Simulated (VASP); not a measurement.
A run of VASP 6.6.1 is set up as follows.

File INCAR:

```
SYSTEM = AlP5
PREC = Accurate
ENCUT = 520
EDIFF = 1E-6
ISMEAR = 0
SIGMA = 0.1
LREAL = .False.
LASPH = .True.
NELM = 60
ALGO = Normal
ISIF = 2
LWAVE = .False.
LCHARG = .False.
GGA = PE
NBANDS = 23
```

The input KPOINTS:

```
regular mesh
0
Gamma
  6 6 16
  0 0 0
```

Contents of POSCAR:

```
AlP5
1.0
    7.0005863865      0.0000000000      0.0000000000
    0.0000000000      7.0005863865      0.0000000000
    0.0000000000      0.0000000000      2.3597680902
Al P
1 5
Direct
    0.5000000000      0.5000000000      0.0000000000
    0.7602067367      0.7602067367      0.0000000000
    0.2397932633      0.2397932633      0.0000000000
    0.2397932633      0.7602067367      0.0000000000
    0.7602067367      0.2397932633      0.0000000000
    0.0000000000      0.0000000000      0.0000000000
```

Potentials or basis: VASP PAW PBE potentials, release 64 (Al, P).

Command:

```bash
$ cat potpaw_PBE.64/Al/POTCAR potpaw_PBE.64/P/POTCAR > POTCAR
$ mpirun -np 1 vasp_std > vasp.out
```

Q: Predict the pressure.

A: -0.2 GPa.

Q: Predict the largest force.

A: 0.015 eV/Å.

Q: Estimate the band gap on the k mesh.

A: Zero (bands 14 and 15 overlap by 1.46 eV).

Forces in eV/Å, atoms in the order of the input:
```
Al   0.000  0.000  0.000
P    0.010  0.010  0.000
P   -0.010 -0.010  0.000
P   -0.010  0.010  0.000
P    0.010 -0.010  0.000
P    0.000  0.000  0.000
```
